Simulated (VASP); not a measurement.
Crystal: SnO.

```xyz
4
Lattice="3.7986 0.0000 0.0000 0.0000 3.7986 0.0000 0.0000 0.0000 4.8408" Properties=species:S:1:pos:R:3 pbc="T T T"
Sn    1.8993    0.0000    1.1468
Sn    0.0000    1.8993    3.6940
O     0.0000    0.0000    0.0000
O     1.8993    1.8993    0.0000
```

* Program: VASP 6.6.1
* Task: relaxation of cell and atoms
* Functional: LDA
* Potentials or basis: VASP PAW LDA potentials, release 64 (Sn_d, O)
* Cutoff: 600 eV
* k mesh: 10 × 10 × 8
* Occupations: gaussian, width 0.01 eV
* Spin: no spin polarisation

At the start: pressure -2.0 GPa; volume 17.46 Å³/atom.

Question: Where does the relaxation end?

Answer: Over 19 steps the energy falls by 6.5 meV/atom and the volume is 16.44 Å³/atom (-5.8 %); space group P4/nmm (No. 129, to 0.1 Å) before and after.

The path:
| step | energy change (eV) | largest force (eV/Å) | pressure (GPa) | volume (Å³) |
| --- | --- | --- | --- | --- |
| 1 | 0.0000 | 0.0059 | -2.04 | 69.85 |
| 2 | -0.0052 | 0.4773 | 1.28 | 67.63 |
| 3 | -0.0087 | 0.2742 | -0.05 | 68.49 |
| 4 | -0.0146 | 0.1682 | -0.12 | 67.94 |
| 5 | -0.0182 | 0.0733 | -0.17 | 66.78 |
| 6 | -0.0222 | 0.0314 | 0.27 | 66.04 |
| 7 | -0.0235 | 0.0013 | 0.63 | 65.48 |
| 8 | -0.0250 | 0.1132 | -0.58 | 65.94 |
| 9 | -0.0254 | 0.0784 | -0.23 | 65.80 |
| 10 | -0.0257 | 0.0198 | 0.18 | 65.68 |
| 11 | -0.0258 | 0.0026 | 0.05 | 65.72 |
| 12 | -0.0258 | 0.0098 | -0.01 | 65.76 |
| 13 | -0.0258 | 0.0106 | -0.05 | 65.78 |
| 14 | -0.0258 | 0.0141 | 0.01 | 65.77 |
| 15 | -0.0258 | 0.0103 | 0.00 | 65.77 |
| 16 | -0.0258 | 0.0115 | -0.01 | 65.78 |
| 17 | -0.0258 | 0.0005 | 0.07 | 65.77 |
| 18 | -0.0258 | 0.0069 | 0.05 | 65.77 |
| 19 | -0.0258 | 0.0004 | 0.03 | 65.77 |

Final structure:
```cif
data_structure
_symmetry_space_group_name_H-M 'P 1'
_symmetry_Int_Tables_number 1
_cell_length_a 3.7679
_cell_length_b 3.7679
_cell_length_c 4.6328
_cell_angle_alpha 90.000
_cell_angle_beta 90.000
_cell_angle_gamma 90.000
_cell_volume 65.77
loop_
_atom_site_label
_atom_site_type_symbol
_atom_site_fract_x
_atom_site_fract_y
_atom_site_fract_z
_atom_site_occupancy
Sn1 Sn 0.50000 0.00000 0.24790 1
Sn2 Sn 0.00000 0.50000 0.75210 1
O1 O 0.00000 0.00000 0.00000 1
O2 O 0.50000 0.50000 0.00000 1
```
